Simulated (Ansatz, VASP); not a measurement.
**Al2BP3 in VASP and in Ansatz**

INCAR

```
SYSTEM = Al2BP3
  ALGO = Normal
  EDIFF = 1E-6
  EDIFFG = -0.04
  ENCUT = 600
  GGA = PE
  IBRION = 2
  ISIF = 3
  ISMEAR = 0
  LASPH = .True.
  LCHARG = .False.
  LREAL = .False.
  LWAVE = .False.
  NELM = 80
  NSW = 90
  PREC = Accurate
  SIGMA = 0.1
```

KPOINTS

```
k-points
0
Gamma
  6 6 4
  0 0 0
```

Contents of POSCAR:

```
Al2BP3
1.0
    4.3312352100      0.0000000000      0.0000000000
   -2.1656176000      3.7509597200      0.0000000000
    0.0000000000      0.0000000000      6.8274482300
Al B P
2 1 3
Direct
    0.6666666700      0.3333333300      0.2483411600
    0.3333333300      0.6666666700      0.7516588400
    0.0000000000      0.0000000000      0.0000000000
    0.0000000000      0.0000000000      0.5000000000
    0.6666666700      0.3333333300      0.6493157700
    0.3333333300      0.6666666700      0.3506842300
```

Input for Ansatz:

```yaml
crystal:
  lattice:
    - [4.33123521, 0.0, 0.0]
    - [-2.1656176, 3.75095972, 0.0]
    - [0.0, 0.0, 6.82744823]
  atoms:
    - { symbol: Al, position: [0.66666667, 0.33333333, 0.24834116] }
    - { symbol: Al, position: [0.33333333, 0.66666667, 0.75165884] }
    - { symbol: B, position: [0.0, 0.0, 0.0] }
    - { symbol: P, position: [0.0, 0.0, 0.5] }
    - { symbol: P, position: [0.66666667, 0.33333333, 0.64931577] }
    - { symbol: P, position: [0.33333333, 0.66666667, 0.35068423] }
basis:
  ecutwfc: 420
kpoints:
  mp_grid: { grid: [6, 6, 4] }
hamiltonian:
  xc: pbe
scf:
  occupations: { method: gaussian, width: 0.1 }
  lower_state_search: "off"
output:
  forces: true
  stress: true
  eigenvalues: true
relax:
  adjacent_minimum: "off"
  f_tol: 0.04
  max_steps: 70
  cell: { stress_tol: 0.4 }
```

Change from the starting cell: species swapped into the Li3GdBi2 type (P-3m1, No. 164).

Alike in both runs: task relaxation of cell and atoms; functional PBE; k mesh 6 × 6 × 4; occupations gaussian, width 0.1 eV; no spin polarisation.

```csv
,VASP,Ansatz
version,VASP 6.6.1,Ansatz 0.2.0
potentials or method,"VASP PAW PBE potentials, release 64 (Al, B, P), cutoff 600 eV","scalar-relativistic, plane waves, PAW"
valence electrons in the cell,24,24
```

```csv
,VASP,Ansatz,Ansatz less VASP
"gap on the k mesh at the Fermi level, each at its own relaxed structure (eV)",none,none,-
relaxed volume (Å³/atom),14.07,14.11,+0.039
relaxed length of the cell vector where the two differ most in proportion (Å),3.382,3.387,+0.0055
```

A gap of «none» marks a metal or a gap that the smearing closes.

Noted on VASP's run: the volume moved by over 15 % at a fixed basis, so the end points are rough.
